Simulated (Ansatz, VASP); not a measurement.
# CdSe in VASP and in Ansatz

```xyz
2
Lattice="0.0000 3.0703 3.0703 3.0703 0.0000 3.0703 3.0703 3.0703 0.0000" Properties=species:S:1:pos:R:3 pbc="T T T"
Cd    0.0000    0.0000    0.0000
Se    1.5351    1.5351    1.5351
```

Alike in both runs: task single point; functional PBE; k mesh 4 × 4 × 4; occupations fermi-dirac, width 0.03 eV; no spin polarisation.

|  | VASP | Ansatz |
| --- | --- | --- |
| version | VASP 6.6.1 | Ansatz 0.2.0 |
| potentials or method | VASP PAW PBE potentials, release 64 (Cd, Se), cutoff 520 eV | all-electron LAPW, scalar-relativistic |

```tsv
	VASP	Ansatz	Ansatz less VASP
gap on the k mesh at the Fermi level (eV)	0.53	0.54	+0.001
least direct gap on the mesh (eV)	0.53	0.54	+0.001
pressure (GPa)	1.8	1.5	-0.27
```

Ansatz ran all-electron here, and VASP with PAW potentials.

The k mesh is coarse, so the values compare programs but aren't converged.
